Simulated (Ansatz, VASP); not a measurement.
Two plane-wave programs on MnO

File INCAR:

```
SYSTEM = MnO
  PREC = Accurate
  ENCUT = 520
  EDIFF = 1E-6
  ISMEAR = 0
  SIGMA = 0.15
  LREAL = .FALSE.
  LASPH = .TRUE.
  NELM = 150
  ALGO = Normal
  ISIF = 2
  LWAVE = .FALSE.
  LCHARG = .TRUE.
  ISPIN = 2
  MAGMOM = 4.41 0.25
  LORBIT = 11
  LMAXMIX = 4
  GGA = PS
  LELF = .TRUE.
  LVHAR = .TRUE.
  NBANDS = 20
```

KPOINTS

```
regular mesh
0
G
  18 18 18
  0 0 0
```

Contents of POSCAR:

```
MnO
1.0
    0.0000000000      2.1109000000      2.2220000000
    2.2220000000      0.0000000000      2.2220000000
    2.2220000000      2.1109000000      0.0000000000
Mn O
1 1
Direct
    0.0000000000      0.0000000000      0.0000000000
    0.5000000000      0.5000000000      0.5000000000
```

Input for Ansatz:

```yaml
crystal:
  lattice:
    - [0.0, 2.1109, 2.222]
    - [2.222, 0.0, 2.222]
    - [2.222, 2.1109, 0.0]
  atoms:
    - { symbol: Mn, position: [0.0, 0.0, 0.0], spin: 4.41 }
    - { symbol: O, position: [0.5, 0.5, 0.5], spin: 0.25 }
basis:
  ecutwfc: 420
kpoints:
  mp_grid: { grid: [18, 18, 18] }
hamiltonian:
  xc: pbesol
scf:
  occupations: { method: gaussian, width: 0.15 }
output:
  forces: true
  stress: true
  eigenvalues: true
  populations: true
magnetization:
  spin_polarized: true
```

Change from the starting cell: strain -0.0500 x Voigt [0, 1, 0, 0, 0, 0], atoms carried along.

Alike in both runs: task single point; functional PBEsol; k mesh 18 × 18 × 18; occupations gaussian, width 0.15 eV; collinear spin.

|  | VASP | Ansatz |
| --- | --- | --- |
| version | VASP 6.6.1 | Ansatz 0.2.0 |
| potentials or method | VASP PAW PBE potentials, release 64 (Mn_pv, O), cutoff 520 eV | scalar-relativistic, plane waves, PAW |
| valence electrons in the cell | 19 | 21 |

VASP gave:

```
gap on the k mesh at the Fermi level (eV)                     : none
pressure (GPa)                                                : -1.5
traceless stress, the component that is largest in VASP (GPa) : 0.98
net moment per atom (μB)                                      : 2.29
size of the moment on the site where the two differ most (μB) : 4.17
```

**Question.** Which values does Ansatz return?

**Answer.** gap on the k mesh at the Fermi level (eV): none; pressure (GPa): -1.9; traceless stress, the component that is largest in VASP (GPa): 0.75; net moment per atom (μB): 2.29; size of the moment on the site where the two differ most (μB): 3.80.

VASP's potentials were made for PBE, not for PBEsol. Site moments also hang on the region over which each program counts them. A gap of «none» marks a metal or a gap that the smearing closes. VASP's potentials hold 19 valence electrons a cell and Ansatz's 21, so a difference there can come from the potentials and not from the codes.
